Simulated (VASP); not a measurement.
# BeS (F-43m) in VASP: settings compared

BeS is run at these levels: r2SCAN+rVV10, SCAN; tasks: electric field gradients, single point.

All numbers are computed with VASP 6.6.1; they aren't measurements. Logs are shortened: lines on timing, memory, paths and dates and some standing lists are left out, and cuts for length are marked.

## 1. The cell of the first run

The structure is cubic, space group F-43m (No. 216). Conventional cell: a = 4.850 Å, b = 4.850 Å, c = 4.850 Å, α = 90.00°, β = 90.00°, γ = 90.00°. Within 2.8 Å of S (site symmetry -43m) lie 4 Be at 2.10 Å. Within 2.8 Å of Be (site symmetry -43m) lie 4 S at 2.10 Å.

## 2. Electric field gradients, r2SCAN+rVV10

File POSCAR:

```
BeS
1.0
    0.0000000000      2.4250000000      2.4250000000
    2.4250000000      0.0000000000      2.4250000000
    2.4250000000      2.4250000000      0.0000000000
S Be
1 1
Direct
    0.2500000000      0.2500000000      0.2500000000
    0.0000000000      0.0000000000      0.0000000000
```

File INCAR.step1:

```
PREC = Accurate ; ENCUT = 580
ISMEAR = 1 ; SIGMA = 0.1
LREAL = F ; LASPH = T
NELM = 120 ; NBANDS = 11
GGA = PE ; ALGO = Normal
EDIFF = 1E-5 ; LWAVE = T
LCHARG = F ; GGA_COMPAT = F
```

File INCAR.step2:

```
PREC = Accurate ; ENCUT = 580
EDIFF = 1E-8 ; ISMEAR = 1
SIGMA = 0.1 ; LREAL = F
LASPH = T ; NELM = 120
ALGO = Normal ; ISIF = 2
LWAVE = F ; LCHARG = F
METAGGA = R2SCAN ; LMIXTAU = T
LUSE_VDW = T ; IVDW_NL = 2
BPARAM = 11.95 ; CPARAM = 0.0093
LEFG = T ; NBANDS = 11
ISTART = 1 ; GGA_COMPAT = F
```

File KPOINTS:

```
Automatic mesh
0
Gamma
  9 9 9
```

Potentials or basis: VASP PAW PBE potentials, release 64 (S, Be).

Started as:

```sh
> cat potpaw_PBE.64/S/POTCAR potpaw_PBE.64/Be/POTCAR > POTCAR
> cp INCAR.step1 INCAR
> mpirun -np 1 vasp_std > vasp.out
> cp INCAR.step2 INCAR
> mpirun -np 1 vasp_std > vasp.out
```

OUTCAR:

```text
PREC = Accurate
   ENCUT = 580
   EDIFF = 1E-8
   ISMEAR = 1
   LREAL = F
   LASPH = T
   NELM = 120
   ISIF = 2
   METAGGA = R2SCAN
   IVDW_NL = 2
   BPARAM = 11.95
   ISTART = 1

 ion  position               nearest neighbor table
   1  0.250  0.250  0.250-   2 2.10   2 2.10   2 2.10   2 2.10
   2  0.000  0.000  0.000-   1 2.10   1 2.10   1 2.10   1 2.10

  LATTYP: Found a face centered cubic cell.
 ALAT       =     4.8500000000

  Lattice vectors:

 A1 = (   0.0000000000,   2.4250000000,   2.4250000000)
 A2 = (   2.4250000000,   0.0000000000,   2.4250000000)
 A3 = (   2.4250000000,   2.4250000000,   0.0000000000)

Analysis of symmetry for initial positions (statically):
=====================================================================
 Subroutine PRICEL returns:
 Original cell was already a primitive cell.

 Routine SETGRP: Setting up the symmetry group for a
 face centered cubic supercell.

 Subroutine GETGRP returns: Found 24 space group operations
 (whereof 24 operations were pure point group operations)
 out of a pool of 48 trial point group operations.

The static configuration has the point symmetry T_d .

Analysis of symmetry for dynamics (positions and initial velocities):
=====================================================================
 Subroutine PRICEL returns:
 Original cell was already a primitive cell.

 Routine SETGRP: Setting up the symmetry group for a
 face centered cubic supercell.

 Subroutine GETGRP returns: Found 24 space group operations
 (whereof 24 operations were pure point group operations)
 out of a pool of 48 trial point group operations.

The dynamic configuration has the point symmetry T_d .

 Subroutine INISYM returns: Found 24 space group operations
 (whereof 24 operations are pure point group operations),
 and found     1 'primitive' translations

----------------------------------------------------------------------------------------

                                     Primitive cell

  volume of cell :      28.5210

  direct lattice vectors                    reciprocal lattice vectors
     0.000000000  2.425000000  2.425000000    -0.206185567  0.206185567  0.206185567
     2.425000000  0.000000000  2.425000000     0.206185567 -0.206185567  0.206185567
     2.425000000  2.425000000  0.000000000     0.206185567  0.206185567 -0.206185567

  length of vectors
     3.429467889  3.429467889  3.429467889     0.357123878  0.357123878  0.357123878

  position of ions in fractional coordinates (direct lattice)
     0.250000000  0.250000000  0.250000000
     0.000000000  0.000000000  0.000000000

  ion indices of the primitive-cell ions
   primitive index   ion index
                 1           1
                 2           2

----------------------------------------------------------------------------------------

 KPOINTS: Automatic mesh

Automatic generation of k-mesh.
 Grid dimensions read from file:
 generate k-points for:    9    9    9

 Generating k-lattice:

  Cartesian coordinates                     Fractional coordinates (reciprocal lattice)
    -0.022909507  0.022909507  0.022909507     0.111111111  0.000000000  0.000000000
     0.022909507 -0.022909507  0.022909507     0.000000000  0.111111111  0.000000000
     0.022909507  0.022909507 -0.022909507     0.000000000  0.000000000  0.111111111

  Length of vectors
     0.039680431  0.039680431  0.039680431

  Shift w.r.t. Gamma in fractional coordinates (k-lattice)
     0.000000000  0.000000000  0.000000000

 Subroutine IBZKPT returns following result:
 ===========================================

 Found     35 irreducible k-points:

 Following reciprocal coordinates:
            Coordinates               Weight
  0.000000  0.000000  0.000000      1.000000
  0.111111  0.000000  0.000000      8.000000
  0.222222  0.000000  0.000000      8.000000
  0.333333  0.000000  0.000000      8.000000
  0.444444  0.000000  0.000000      8.000000
  0.111111  0.111111  0.000000      6.000000
[... 16 lines left out ...]
 -0.333333  0.333333  0.000000     12.000000
  0.444444  0.444444  0.000000      6.000000
 [... further k-points ...]
   k-points           NKPTS =     35   k-points in BZ     NKDIM =     35   number of bands    NBANDS=     11
   number of dos      NEDOS =    301   number of ions     NIONS =      2
   total plane-waves  NPLWV =  21952
   dimension x,y,z NGX =    28 NGY =   28 NGZ =   28
   dimension x,y,z NGXF=    56 NGYF=   56 NGZF=   56
   ions per type =               1   1
   NGX,Y,Z   is equivalent  to a cutoff of  13.57, 13.57, 13.57 a.u.
   NGXF,Y,Z  is equivalent  to a cutoff of  27.15, 27.15, 27.15 a.u.
 SYSTEM =  unknown system
   PREC   = accura    normal or accurate (medium, high low for compatibility)
   ISTART =      1    job   : 0-new  1-cont  2-samecut
   ICHARG =      0    charge: 1-file 2-atom 10-const
   ISPIN  =      1    spin polarized calculation?
   LNONCOLLINEAR =      F non collinear calculations
   LSORBIT =      F    spin-orbit coupling
   LASPH  =      T    aspherical Exc in radial PAW
   ENCUT  =  580.0 eV  42.63 Ry    6.53 a.u.   6.73  6.73  6.73*2*pi/ulx,y,z
   NELM   =    120;   NELMIN=  2; NELMDL=  0     # of ELM steps
   EDIFF  = 0.1E-07   stopping-criterion for ELM
   LREAL  =      F    real-space projection
   EDIFFG = 0.1E-06   stopping-criterion for IOM
   NSW    =      0    number of steps for IOM
   IBRION =     -1    ionic relax: 0-MD 1-quasi-New 2-CG
   NFREE  =      0    steps in history (QN), initial steepest desc. (CG)
   ISIF   =      2    stress and relaxation
   ISYM   =      2    0-nonsym 1-usesym 2-fastsym
   POTIM  = 0.5000    time-step for ionic-motion
   TEBEG  =    0.0;   TEEND  =   0.0 temperature during run
   PSTRESS=    0.0 pullay stress
   NELECT =       8.0000    total number of electrons
   NUPDOWN=      -1.0000    fix difference up-down
   EMIN   =  10.00;   EMAX   =-10.00  energy-range for DOS
   EFERMI =   0.00;   METHOD = LEGACY
   ISMEAR =     1;   SIGMA  =   0.10  broadening in eV -4-tet -1-fermi 0-gaus
   EFERMI_NEDOS =   21; number of points for ismear=-14 and -15
   IALGO  =     38    algorithm
   IMIX   =      4    mixing-type and parameters
     AMIX     =   0.40;   BMIX     =  1.00
     AMIX_MAG =   1.60;   BMIX_MAG =  1.00
  volume/ion in A,a.u.               =      14.26        96.23
  Fermi-wavevector in a.u.,A,eV,Ry     =   1.071642  2.025110 15.625158  1.148417
  Thomas-Fermi vector in A             =   2.207388
   LORBIT       =      0    0 simple, 1 ext, 2 COOP (PROOUT), +10 PAW based schemes
   METAGGA = R2SCAN    functional components
   LHFCALC =     F    Hartree Fock is set to
   AEXX    =    0.0000 exact exchange contribution
   IVDW_NL    =     2    kernel type
   BPARAM     =11.9500
   IVDW    =     0    specifies the selected vdW correction
   LEPSILON=     F    determine dielectric tensor
   LRPA    =     F    only Hartree local field effects (RPA)
 non-spin polarized calculation
 Methfessel and Paxton  Order N= 1 SIGMA  =   0.10
  energy-cutoff  :      580.00
  volume of cell :       28.52
 maximum number of plane-waves:       914
   NGX = 13   NGY = 13   NGZ = 13

 number of electron       7.9999999 magnetization

 Free energy of the ion-electron system (eV)
  ---------------------------------------------------
  ext. energy  EPLUGINS =         0.00000000
  ---------------------------------------------------
  free energy    TOTEN  =       -14.66219202 eV

  energy without entropy =      -14.66223418  energy(sigma->0) =      -14.66220608

 E-fermi :   4.0495     XC(G=0): -10.2261

 val. band max:        3.9702728067   @ k =   0.0000   0.0000   0.0000
 cond. band min:       7.5872449865   @ k =   0.4444   0.4444   0.0000
 fundamental gap:      3.6169721799
 Fermi energy:         4.0494900756

 k-point     1 :       0.0000    0.0000    0.0000
  band No.  band energies     occupation
      1     -10.3370      2.00000
      2       3.9703      1.97604
      3       3.9703      1.97604
      4       3.9703      1.97604
      5      10.2125      0.00000
      6      10.2125      0.00000
      7      10.2125      0.00000
      8      10.6018      0.00000
      9      17.3832      0.00000
     10      17.3832      0.00000
     11      19.8128      0.00000

 k-point     2 :       0.1111    0.0000    0.0000
  band No.  band energies     occupation
      1     -10.1896      2.00000
      2       2.9714      2.00000
      3       3.8072      2.00324
      4       3.8072      2.00324
      5      10.2001      0.00000
      6      10.5152      0.00000
      7      10.5152      0.00000
      8      11.6264      0.00000
      9      16.7923      0.00000
     10      16.7923      0.00000
     11      19.6990      0.00000

 k-point     3 :       0.2222    0.0000    0.0000
  band No.  band energies     occupation
      1      -9.7750      2.00000
      2       1.0590      2.00000
      3       3.4535      2.00000
      4       3.4535      2.00000
      5      10.1502      0.00000
      6      11.0556      0.00000
      7      11.0556      0.00000
      8      13.5633      0.00000
      9      16.3846      0.00000
     10      16.3846      0.00000
     11      19.2467      0.00000

 k-point     4 :       0.3333    0.0000    0.0000
  band No.  band energies     occupation
      1      -9.2003      2.00000
      2      -0.7310      2.00000
      3       3.1224      2.00000
      4       3.1224      2.00000
      5      10.0883      0.00000
      6      11.2141      0.00000
      7      11.2141      0.00000
      8      15.1815      0.00000
      9      17.2834      0.00000
     10      17.2834      0.00000
     11      19.1669      0.00000
[... 239 lines left out ...]
 k-point    22 :      -0.4444    0.3333    0.0000
  band No.  band energies     occupation
      1      -8.1503      2.00000
      2      -0.9210      2.00000
      3       0.2032      2.00000
      4       1.6708      2.00000
      5       8.6989      0.00000
      6      11.5543      0.00000
      7      15.3070      0.00000
      8      15.6370      0.00000
      9      18.1312      0.00000
     10      19.0050      0.00000
     11      22.3459      0.00000

 k-point    23 :      -0.3333    0.3333    0.0000
  band No.  band energies     occupation
      1      -8.2009      2.00000
      2      -0.7541      2.00000
      3      -0.2660      2.00000
      4       2.0469      2.00000
      5       9.2794      0.00000
      6      13.6461      0.00000
      7      14.3102      0.00000
      8      15.2397      0.00000
      9      16.1147      0.00000
     10      17.1127      0.00000
     11      23.4361      0.00000

 k-point    24 :       0.4444    0.4444    0.0000
  band No.  band energies     occupation
      1      -8.1801      2.00000
      2      -1.0781      2.00000
      3       1.3046      2.00000
      4       1.3046      2.00000
      5       7.5872      0.00000
      6       9.3930      0.00000
      7      17.3432      0.00000
      8      17.3432      0.00000
      9      20.2431      0.00000
     10      20.8948      0.00000
     11      22.3565      0.00000

 [... further k-points ...]

------------------------ aborting loop because EDIFF is reached ----------------------------------------

  FORCE on cell =-STRESS in cart. coord.  units (eV):
  Direction    XX          YY          ZZ          XY          YZ          ZX
  --------------------------------------------------------------------------------------
  -------------------------------------------------------------------------------------
  Total        0.1548992      0.1548992      0.1548992     -0.0000000      0.0000000     -0.0000000
  in kB        8.7015061      8.7015061      8.7015061     -0.0000000      0.0000000     -0.0000000
  external PRESSURE =       8.7015061 kB  Pullay stress =       0.0000000 kB

 VOLUME and BASIS-vectors are now :
 -----------------------------------------------------------------------------
  energy-cutoff  :      580.00
  volume of cell :       28.52
      direct lattice vectors                 reciprocal lattice vectors
     0.000000000  2.425000000  2.425000000    -0.206185567  0.206185567  0.206185567
     2.425000000  0.000000000  2.425000000     0.206185567 -0.206185567  0.206185567
     2.425000000  2.425000000  0.000000000     0.206185567  0.206185567 -0.206185567

 POSITION                                       TOTAL-FORCE (eV/Angst)
 -----------------------------------------------------------------------------------
      1.21250      1.21250      1.21250        -0.000000     -0.000000     -0.000000
      0.00000      0.00000      0.00000         0.000000      0.000000      0.000000
 -----------------------------------------------------------------------------------
    total drift:                               -0.000000     -0.000000     -0.000000

  FREE ENERGIE OF THE ION-ELECTRON SYSTEM (eV)
  ---------------------------------------------------
  free  energy   TOTEN  =       -14.6621920211 eV

  energy  without entropy=      -14.6622341833  energy(sigma->0) =      -14.66220608

 Electric field gradients (V/A^2)
---------------------------------------------------------------------
 ion       V_xx      V_yy      V_zz      V_xy      V_xz      V_yz
---------------------------------------------------------------------
   1      -0.000     0.000     0.000     0.000     0.000     0.000
   2       0.000     0.000    -0.000    -0.000    -0.000    -0.000
---------------------------------------------------------------------

 Electric field gradients after diagonalization (V/A^2)
 (convention: |V_zz| > |V_xx| > |V_yy|)
----------------------------------------------------------------------
 ion       V_xx      V_yy      V_zz     asymmetry (V_yy - V_xx)/ V_zz
----------------------------------------------------------------------
   1      -0.000    -0.000     0.001       0.000
   2       0.000     0.000    -0.000       0.000
----------------------------------------------------------------------

           NMR quadrupolar parameters

 Cq : quadrupolar parameter    Cq=e*Q*V_zz/h
 eta: asymmetry parameters     (V_yy - V_xx)/ V_zz
 Q  : nuclear electric quadrupole moment in mb (millibarn)
----------------------------------------------------------------------
 ion       Cq(MHz)       eta       Q (mb)
----------------------------------------------------------------------
   1       0.000       0.000       1.000
   2      -0.000       0.000       1.000
----------------------------------------------------------------------
```

It took 2.5 min on 1 thread of Intel Xeon Platinum 8375C at 2.90GHz (Ice Lake), shared host; peak memory 0.26 GiB.

Results:

* Free energy: -14.6622 eV
* Pressure: 0.9 GPa
* Band gap on the k mesh: 3.62 eV (least direct gap 6.24 eV)
* Largest electric field gradient by atom: zero within the noise of the run

Levels at points of the mesh, in eV from the valence-band top:
| k point | band 1 | band 2 | band 3 | band 4 | band 5 | band 6 | band 7 | band 8 |
| --- | --- | --- | --- | --- | --- | --- | --- | --- |
| (0.00, 0.00, 0.00) | -14.31 | 0.00 | 0.00 | 0.00 | 6.24 | 6.24 | 6.24 | 6.63 |

Caveat: the PAW data sets were made with another functional, which shifts forces and pressure a little; an odd mesh through Γ misses points on the zone boundary, where band edges can lie.

(Part 1 of 2 ends here.)
